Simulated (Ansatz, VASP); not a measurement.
## Co: VASP beside Ansatz

```
CELL_PARAMETERS angstrom
-1.41875 1.41875 1.41875
1.41875 -1.41875 1.41875
1.41875 1.41875 -1.41875
ATOMIC_POSITIONS crystal
Co 0.00000 0.00000 0.00000
```

Alike in both runs: task single point; functional PBEsol; k mesh 18 × 18 × 18; occupations fermi-dirac, width 0.05 eV; collinear spin.

|  | VASP | Ansatz |
| --- | --- | --- |
| version | VASP 6.6.1 | Ansatz 0.2.0 |
| potentials or method | VASP PAW PBE potentials, release 64 (Co), cutoff 520 eV | plane waves (420 eV) with PAW, scalar-relativistic |
| valence electrons in the cell | 9 | 17 |

|  | VASP | Ansatz | Ansatz less VASP |
| --- | --- | --- | --- |
| pressure (GPa) | -15.4 | -14.7 | +0.70 |
| net moment per atom (μB) | 1.75 | 1.78 | +0.022 |
| size of the moment on the site where the two differ most (μB) | 1.77 | 1.84 | +0.064 |

VASP's potentials were made for PBE, not for PBEsol, and Ansatz warns of the same on its side. Site moments also hang on the region over which each program counts them. VASP's potentials hold 9 valence electrons a cell and Ansatz's 17, so a difference there can come from the potentials and not from the codes.
